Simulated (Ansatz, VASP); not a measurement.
**MnO in VASP and in Ansatz**

File INCAR:

```
SYSTEM = MnO
  PREC = Accurate
  ENCUT = 520
  EDIFF = 1E-6
  ISMEAR = 0
  SIGMA = 0.05
  LREAL = .False.
  LASPH = .True.
  NELM = 150
  ALGO = Normal
  ISIF = 2
  LWAVE = .False.
  LCHARG = .False.
  ISPIN = 2
  MAGMOM = 5 0
  LORBIT = 11
  LMAXMIX = 4
  LDAU = .True.
  LDAUTYPE = 2
  LDAUL = 2 -1
  LDAUU = 3.9 0
  LDAUJ = 0 0
  LDAUPRINT = 1
  GGA = PE
  NBANDS = 20
```

File KPOINTS:

```
regular mesh
0
Gamma
  5 5 5
  0 0 0
```

The input POSCAR:

```
MnO
1.0
    0.0000000000      2.2220003343      2.2220003343
    2.2220003343      0.0000000000      2.2220003343
    2.2220003343      2.2220003343      0.0000000000
Mn O
1 1
Direct
    0.0000000000      0.0000000000      0.0000000000
    0.5000000000      0.5000000000      0.5000000000
```

Input for Ansatz:

```yaml
crystal:
  lattice:
    - [0.0, 2.2220003343, 2.2220003343]
    - [2.2220003343, 0.0, 2.2220003343]
    - [2.2220003343, 2.2220003343, 0.0]
  atoms:
    - { symbol: Mn, position: [0.0, 0.0, 0.0], spin: 5.0 }
    - { symbol: O, position: [0.5, 0.5, 0.5] }
basis:
  ecutwfc: 420
  ecutrho_ratio: 4
kpoints:
  mp_grid: { grid: [5, 5, 5] }
hamiltonian:
  xc: pbe
  hubbard: { sites: [{ species: Mn, l: d, u_eff: 3.9 }] }
scf:
  occupations: { method: gaussian, width: 0.05 }
output:
  forces: true
  stress: true
  eigenvalues: true
  populations: true
  hubbard: { sites: [{ species: Mn, l: d }] }
magnetization:
  spin_polarized: true
```

Alike in both runs: task single point; functional PBE; k mesh 5 × 5 × 5; occupations gaussian, width 0.05 eV; collinear spin; Hubbard terms Mn d U = 3.9 eV.

```csv
,VASP,Ansatz
version,VASP 6.6.1,Ansatz 0.2.0
potentials or method,"VASP PAW PBE potentials, release 64 (Mn_pv, O), cutoff 520 eV","scalar-relativistic, plane waves, PAW"
valence electrons in the cell,19,21
```

|  | VASP | Ansatz | Ansatz less VASP |
| --- | --- | --- | --- |
| gap on the k mesh at the Fermi level (eV) | 0.39 | 0.32 | -0.077 |
| least direct gap on the mesh (eV) | 2.70 | 2.59 | -0.110 |
| pressure (GPa) | 7.9 | 9.5 | +1.67 |
| net moment per atom (μB) | 2.50 | 2.50 | 0.000 |
| size of the moment on the site where the two differ most (μB) | 4.62 | 4.28 | -0.345 |

Site moments also hang on the region over which each program counts them. The programs project onto different local orbitals, so the same U acts differently, and such runs can settle in different states. VASP's potentials hold 19 valence electrons a cell and Ansatz's 21, so a difference there can come from the potentials and not from the codes.

The k mesh is coarse, so the values compare programs but aren't converged.
